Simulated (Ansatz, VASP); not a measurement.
**S: VASP beside Ansatz**

```
CELL_PARAMETERS angstrom
5.50451 3.17803 1.89714
-5.50451 3.17803 1.89714
0.00000 -6.35607 1.89714
ATOMIC_POSITIONS crystal
S 0.60920 0.37942 0.27559
S 0.27559 0.60920 0.37942
S 0.37942 0.27559 0.60920
S 0.39080 0.62058 0.72441
S 0.72441 0.39080 0.62058
S 0.62058 0.72441 0.39080
```

Alike in both runs: task relaxation of cell and atoms; functional PBE; k mesh 6 × 6 × 6; occupations gaussian, width 0.02 eV; no spin polarisation.

```csv
,VASP,Ansatz
version,VASP 6.6.1,Ansatz 0.2.0
potentials or method,"VASP PAW PBE potentials, release 64 (S), cutoff 600 eV","scalar-relativistic, plane waves, PAW"
valence electrons in the cell,36,36
```

Ansatz gave:

- gap on the k mesh at the Fermi level, each at its own relaxed structure (eV): 2.46
- relaxed volume (Å³/atom): 33.19
- relaxed length of the cell vector where the two differ most in proportion (Å): 6.633

Question: What did VASP give for the same quantities?

Answer: gap on the k mesh at the Fermi level, each at its own relaxed structure (eV): 2.53; relaxed volume (Å³/atom): 33.03; relaxed length of the cell vector where the two differ most in proportion (Å): 6.621.
